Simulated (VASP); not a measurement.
# Se (Im-3m) in VASP: notebook, part 2 of 2

VASP 6.6.1. Earlier steps stand in the parts before.

## (3) Relaxation of cell and atoms, r2SCAN

This run uses another cell than the first one, of 20.89 Å³/atom.

Input file POSCAR:

```
Se
1.0
   -1.7350000000      1.7350000000      1.7350000000
    1.7350000000     -1.7350000000      1.7350000000
    1.7350000000      1.7350000000     -1.7350000000
Se
1
Direct
    0.0000000000      0.0000000000      0.0000000000
```

Input file INCAR.step1:

```
SYSTEM = Se
PREC     = Accurate       ! precision mode
ENCUT    = 550            ! plane-wave cutoff, eV
ISMEAR   = -1             ! smearing method
SIGMA    = 0.02           ! smearing width, eV
LREAL    = .FALSE.        ! projectors in reciprocal space
LASPH    = .TRUE.         ! aspherical terms in the spheres
NELM     = 120            ! most SCF steps
GGA      = PE             ! functional
ALGO     = Normal         ! electronic algorithm
EDIFF    = 1E-5           ! SCF threshold, eV
LWAVE    = .TRUE.         ! write WAVECAR
LCHARG   = .FALSE.        ! write CHGCAR
GGA_COMPAT= .FALSE.      
IBRION   = 2              ! ionic algorithm
ISIF     = 3              ! what is computed and relaxed
EDIFFG   = -0.005         ! ionic threshold
NELMIN   = 4            
NSW      = 100            ! ionic steps
```

Input file INCAR.step2:

```
SYSTEM = Se
PREC     = Accurate       ! precision mode
ENCUT    = 550            ! plane-wave cutoff, eV
EDIFF    = 1E-7           ! SCF threshold, eV
ISMEAR   = -1             ! smearing method
SIGMA    = 0.02           ! smearing width, eV
LREAL    = .FALSE.        ! projectors in reciprocal space
LASPH    = .TRUE.         ! aspherical terms in the spheres
NELM     = 120            ! most SCF steps
ALGO     = Normal         ! electronic algorithm
ISIF     = 3              ! what is computed and relaxed
LWAVE    = .FALSE.        ! write WAVECAR
LCHARG   = .FALSE.        ! write CHGCAR
METAGGA  = R2SCAN         ! meta-GGA
LMIXTAU  = .TRUE.       
IBRION   = 2              ! ionic algorithm
NSW      = 80             ! ionic steps
EDIFFG   = -0.02          ! ionic threshold
ISTART   = 1            
GGA_COMPAT= .FALSE.      
NELMIN   = 4
```

Input file KPOINTS:

```
regular mesh
0
G
  9 9 9
  0 0 0
```

Potentials or basis: VASP PAW PBE potentials, release 64 (Se).

On the command line:

```bash
cat potpaw_PBE.64/Se/POTCAR > POTCAR
cp INCAR.step1 INCAR
mpirun -np 1 vasp_std > vasp.out
cp INCAR.step2 INCAR
mpirun -np 1 vasp_std > vasp.out
```

OUTCAR:

```text
SYSTEM = Se
   PREC = Accurate
   ENCUT = 550
   EDIFF = 1E-7
   ISMEAR = -1
   LREAL = .FALSE.
   LASPH = .TRUE.
   NELM = 120
   ISIF = 3
   METAGGA = R2SCAN
   IBRION = 2
   NSW = 80
   EDIFFG = -0.02
   ISTART = 1
   NELMIN = 4

 ion  position               nearest neighbor table
   1  0.000  0.000  0.000-

  LATTYP: Found a body centered cubic cell.
 ALAT       =     3.4700000000

  Lattice vectors:

 A1 = (  -1.7350000000,   1.7350000000,   1.7350000000)
 A2 = (   1.7350000000,  -1.7350000000,   1.7350000000)
 A3 = (   1.7350000000,   1.7350000000,  -1.7350000000)

Analysis of symmetry for initial positions (statically):
=====================================================================
 Subroutine PRICEL returns:
 Original cell was already a primitive cell.

 Routine SETGRP: Setting up the symmetry group for a
 body centered cubic supercell.

 Subroutine GETGRP returns: Found 48 space group operations
 (whereof 48 operations were pure point group operations)
 out of a pool of 48 trial point group operations.

The static configuration has the point symmetry O_h .

Analysis of symmetry for dynamics (positions and initial velocities):
=====================================================================
 Subroutine PRICEL returns:
 Original cell was already a primitive cell.

 Routine SETGRP: Setting up the symmetry group for a
 body centered cubic supercell.

 Subroutine GETGRP returns: Found 48 space group operations
 (whereof 48 operations were pure point group operations)
 out of a pool of 48 trial point group operations.

The dynamic configuration has the point symmetry O_h .

 Subroutine INISYM returns: Found 48 space group operations
 (whereof 48 operations are pure point group operations),
 and found     1 'primitive' translations

[... 117 lines left out ...]
   METAGGA = R2SCAN    functional components
   LHFCALC =     F    Hartree Fock is set to
   AEXX    =    0.0000 exact exchange contribution
   IVDW    =     0    specifies the selected vdW correction
   LEPSILON=     F    determine dielectric tensor
   LRPA    =     F    only Hartree local field effects (RPA)
 conjugate gradient relaxation of ions
 non-spin polarized calculation
  energy-cutoff  :      550.00
  volume of cell :       20.89
 maximum number of plane-waves:       627
   NGX = 11   NGY = 11   NGZ = 11

--------------------------------------- Ionic step        1  -------------------------------------------

 number of electron       5.9999999 magnetization

 Free energy of the ion-electron system (eV)
  ---------------------------------------------------
  ext. energy  EPLUGINS =         0.00000000
  ---------------------------------------------------
  free energy    TOTEN  =       -13.60532003 eV

  energy without entropy =      -13.60518427  energy(sigma->0) =      -13.60525215

------------------------ aborting loop because EDIFF is reached ----------------------------------------

  FORCE on cell =-STRESS in cart. coord.  units (eV):
  Direction    XX          YY          ZZ          XY          YZ          ZX
  --------------------------------------------------------------------------------------
  -------------------------------------------------------------------------------------
  Total       -0.2318166     -0.2318166     -0.2318166      0.0000000     -0.0000000      0.0000000
  in kB      -17.7785625    -17.7785625    -17.7785625      0.0000000     -0.0000000      0.0000000
  external PRESSURE =     -17.7785625 kB  Pullay stress =       0.0000000 kB
[... 57 lines left out ...]
--------------------------------------- Ionic step        3  -------------------------------------------

 number of electron       5.9999999 magnetization

 Free energy of the ion-electron system (eV)
  ---------------------------------------------------
  ext. energy  EPLUGINS =         0.00000000
  ---------------------------------------------------
  free energy    TOTEN  =       -13.60808444 eV

  energy without entropy =      -13.60797446  energy(sigma->0) =      -13.60802945

 E-fermi :   5.0735     XC(G=0): -11.0829

 val. band max:        4.9895218822   @ k =  -0.2222   0.2222   0.2222
 cond. band min:       5.1714140018   @ k =  -0.3333   0.3333   0.1111
 fundamental gap:      0.1818921196
 Fermi energy:         5.0734553379

 k-point     1 :       0.0000    0.0000    0.0000
  band No.  band energies     occupation
      1     -11.5121      2.00000
      2       8.2995      0.00000
      3       8.2995      0.00000
      4       8.2995      0.00000
      5      17.6449      0.00000
      6      18.1644      0.00000
      7      18.1644      0.00000
[... 221 lines left out ...]
 k-point    24 :      -0.4444   -0.4444    0.1111
  band No.  band energies     occupation
      1      -7.4354      2.00000
      2      -0.8345      2.00000
      3       2.9215      2.00000
      4       6.3913      0.00000
      5      14.2529      0.00000
      6      16.2963      0.00000
      7      18.2835      0.00000

 [... further k-points ...]
[... 5 lines left out ...]
  --------------------------------------------------------------------------------------
  -------------------------------------------------------------------------------------
  Total        0.0005362      0.0005362      0.0005362     -0.0000000      0.0000000     -0.0000000
  in kB        0.0421003      0.0421003      0.0421003     -0.0000000      0.0000000     -0.0000000
  external PRESSURE =       0.0421003 kB  Pullay stress =       0.0000000 kB
[... 16 lines left out ...]
  FREE ENERGIE OF THE ION-ELECTRON SYSTEM (eV)
  ---------------------------------------------------
  free  energy   TOTEN  =       -13.6080844368 eV

  energy  without entropy=      -13.6079744587  energy(sigma->0) =      -13.60802945

 reached required accuracy - stopping structural energy minimisation
```

OSZICAR.step1:

```text
N       E                     dE             d eps       ncg     rms          rms(c)
DAV:   1     0.113128246621E+02    0.11313E+02   -0.29692E+03   490   0.772E+02
DAV:   2    -0.272746048595E+01   -0.14040E+02   -0.13796E+02   749   0.856E+01
DAV:   3    -0.293324706016E+01   -0.20579E+00   -0.20574E+00   574   0.120E+01
DAV:   4    -0.293346223808E+01   -0.21518E-03   -0.21518E-03   840   0.472E-01
[... 13 lines left out ...]
       N       E                     dE             d eps       ncg     rms          rms(c)
DAV:   1    -0.293640319373E+01   -0.10101E-02   -0.22691E-02   490   0.980E-01    0.145E-01
DAV:   2    -0.293584754523E+01    0.55565E-03   -0.53728E-04   546   0.177E-01    0.734E-02
DAV:   3    -0.293564496639E+01    0.20258E-03   -0.60558E-04   497   0.150E-01    0.192E-02
DAV:   4    -0.293564620265E+01   -0.12363E-05   -0.20881E-06   308   0.150E-02
   3 F= -.29356462E+01 E0= -.29355785E+01  d E =-.161898E-02
```

It took 28 s on 1 thread of Intel Xeon 6975P-C (Granite Rapids), shared host; peak memory 0.15 GiB.

Results:

```yaml
Free_energy: -13.6081 eV
Relaxed_volume: 20.40 Å³/atom
Relaxed_cell: a = 2.982 Å, b = 2.982 Å, c = 2.982 Å, α = 109.47°, β = 109.47°, γ = 109.47°
Space_group_after_relaxing_to_0.1_Å: Im-3m (No. 229)
Energy_gained_by_relaxing: 2.8 meV/atom
Ionic_steps: 3
Pressure_after_relaxing: 0.0 GPa
Band_gap_on_the_k_mesh: zero (bands 3 and 4 overlap by 6.34 eV)
```

The path:
| step | energy change (eV) | largest force (eV/Å) | pressure (GPa) | volume (Å³) |
| --- | --- | --- | --- | --- |
| 1 | 0.0000 | 0.0000 | -1.78 | 20.89 |
| 2 | -0.0022 | 0.0000 | 0.85 | 20.20 |
| 3 | -0.0028 | 0.0000 | 0.00 | 20.40 |

Final structure:
```
Se
1.0
    -1.72143    1.72143    1.72143
     1.72143   -1.72143    1.72143
     1.72143    1.72143   -1.72143
Se
1
Direct
  0.00000 0.00000 0.00000
```

Levels at points of the mesh, in eV from the Fermi level:
```tsv
k point	band 1	band 2	band 3	band 4	band 5	band 6	band 7
(0.00, 0.00, 0.00)	-16.59	3.23	3.23	3.23	12.57	13.09	13.09
```

Caveat: the PAW data sets were made with another functional, which shifts forces and pressure a little.

## (4) Single point, r2SCAN

Input file POSCAR:

```
Se
1.0
   -1.7224563406      1.7224563406      1.7224563406
    1.7224563406     -1.7224563406      1.7224563406
    1.7224563406      1.7224563406     -1.7224563406
Se
1
Direct
    0.0000000000      0.0000000000      0.0000000000
```

Input file INCAR.step1:

```
PREC = Accurate
ENCUT = 520
ISMEAR = -1
SIGMA = 0.02
LREAL = F
LASPH = T
NELM = 80
NBANDS = 9
GGA = PE
ALGO = Normal
EDIFF = 1E-4
LWAVE = T
LCHARG = F
```

Input file INCAR.step2:

```
PREC = Accurate
ENCUT = 520
EDIFF = 1E-6
ISMEAR = -1
SIGMA = 0.02
LREAL = F
LASPH = T
NELM = 80
ALGO = Normal
ISIF = 2
LWAVE = F
LCHARG = F
METAGGA = R2SCAN
LMIXTAU = T
NBANDS = 9
ISTART = 1
```

Input file KPOINTS:

```
regular mesh
0
Gamma
  9 9 9
```

On the command line:

```bash
cat potpaw_PBE.64/Se/POTCAR > POTCAR
cp INCAR.step1 INCAR
mpirun -np 1 vasp_std > vasp.out
cp INCAR.step2 INCAR
mpirun -np 1 vasp_std > vasp.out
```

It took 8.8 s on 1 thread of Intel Xeon 6975P-C (Granite Rapids), shared host; peak memory 0.14 GiB.

It converged, with:

```
Free energy            : -13.6079 eV
Pressure               : -0.1 GPa
Band gap on the k mesh : zero (bands 3 and 4 overlap by 6.32 eV)
```

Levels at points of the mesh, in eV from the Fermi level:
```tsv
k point	band 1	band 2	band 3	band 4	band 5	band 6	band 7
(0.00, 0.00, 0.00)	-16.57	3.22	3.22	3.22	12.55	13.09	13.09
```

Caveat: the PAW data sets were made with another functional, which shifts forces and pressure a little.

## (5) Relaxation of cell and atoms, r2SCAN

POSCAR is that of step 4.

Input file INCAR.step1:

```
SYSTEM = Se
  ALGO = Normal
  EDIFF = 1E-4
  ENCUT = 600
  GGA = PE
  ISMEAR = -1
  LASPH = .True.
  LCHARG = .False.
  LREAL = .False.
  LWAVE = .True.
  NELM = 60
  PREC = Accurate
  SIGMA = 0.02
```

Input file INCAR.step2:

```
SYSTEM = Se
  ALGO = Normal
  EDIFF = 1E-7
  EDIFFG = -0.02
  ENCUT = 600
  IBRION = 2
  ISIF = 3
  ISMEAR = -1
  ISTART = 1
  LASPH = .True.
  LCHARG = .False.
  LMIXTAU = .True.
  LREAL = .False.
  LWAVE = .False.
  METAGGA = R2SCAN
  NELM = 60
  NSW = 80
  PREC = Accurate
  SIGMA = 0.02
```

Input file KPOINTS:

```
k-points
0
Gamma
  9 9 9
  0 0 0
```

On the command line:

```bash
cat potpaw_PBE.64/Se/POTCAR > POTCAR
cp INCAR.step1 INCAR
mpirun -np 1 vasp_std > vasp.out
cp INCAR.step2 INCAR
mpirun -np 1 vasp_std > vasp.out
```

Run time: 9.7 s. Hardware: 1 thread of Intel Xeon 6975P-C (Granite Rapids), shared host; peak memory 0.14 GiB.

It converged, with:

```yaml
Free_energy: -13.6083 eV
Pressure_after_relaxing: -0.1 GPa
Band_gap_on_the_k_mesh: zero (bands 3 and 4 overlap by 6.33 eV)
```

Final structure:
```xyz
1
Lattice="-1.7225 1.7225 1.7225 1.7225 -1.7225 1.7225 1.7225 1.7225 -1.7225" Properties=species:S:1:pos:R:3 pbc="T T T"
Se    0.0000    0.0000    0.0000
```

Levels at points of the mesh, in eV from the Fermi level:
| k point | band 1 | band 2 | band 3 | band 4 | band 5 | band 6 | band 7 |
| --- | --- | --- | --- | --- | --- | --- | --- |
| (0.00, 0.00, 0.00) | -16.57 | 3.22 | 3.22 | 3.22 | 12.55 | 13.09 | 13.09 |

Caveat: the relaxation stopped at its first step, so nothing moved; the PAW data sets were made with another functional, which shifts forces and pressure a little.

## (6) The runs side by side

```tsv
task	cell	cutoff (eV)	gap on the mesh (eV)	pressure (GPa)
single point	a = 2.983 Å, angles 109.5°, 1 atom	550	none	-0.1
relaxation of cell and atoms	relaxed from a = 3.005 Å, angles 109.5°, 1 atom	550	none	0.0
single point	a = 2.983 Å, angles 109.5°, 1 atom	520	none	-0.1
relaxation of cell and atoms	relaxed from a = 2.983 Å, angles 109.5°, 1 atom	600	none	-0.1
```

Alike in all rows: level r2SCAN; potentials or basis VASP PAW PBE potentials, release 64 (Se); no spin polarisation; k mesh 9 × 9 × 9; smearing fermi-dirac 0.02 eV.

Caveats: the PAW data sets were made with another functional, which shifts forces and pressure a little; the relaxation stopped at its first step, so nothing moved (at least some runs).

Absolute energies hang on the potentials; compare differences alone.
